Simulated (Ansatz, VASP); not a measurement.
One calculation of Si, two programs

```
Si
1.0
    -0.58992    2.46139    2.46139
     2.46139   -0.58992    2.46139
     2.46139    2.46139   -0.58992
Si
2
Direct
  0.50000 0.50000 0.50000
  0.75000 0.75000 0.75000
```

Alike in both runs: task single point; functional r2SCAN; k mesh 10 × 10 × 10; occupations gaussian, width 0.05 eV; no spin polarisation.

```csv
,VASP,Ansatz
version,VASP 6.6.1,Ansatz 0.2.0
potentials or method,"VASP PAW PBE potentials, release 64 (Si), cutoff 520 eV","scalar-relativistic, plane waves, PAW"
valence electrons in the cell,8,8
```

Ansatz gave:

| Item | Value |
| --- | --- |
| gap on the k mesh at the Fermi level (eV) | none |
| pressure (GPa) | 19.6 |
| traceless stress, the component that is largest in VASP (GPa) | 35.27 |
| rms of the force components (eV/Å) | 5.952 |

**Question.** What did VASP give for the same quantities?

**Answer.** gap on the k mesh at the Fermi level (eV): none; pressure (GPa): 19.2; traceless stress, the component that is largest in VASP (GPa): 35.04; rms of the force components (eV/Å): 5.874.

VASP's potentials were made for PBE, not for r2SCAN. Atom by atom the forces differ by 0.078 eV/Å (rms over components). A gap of «none» marks a metal or a gap that the smearing closes. With one functional, cell and mesh, what is left measures potentials, basis and numerics.
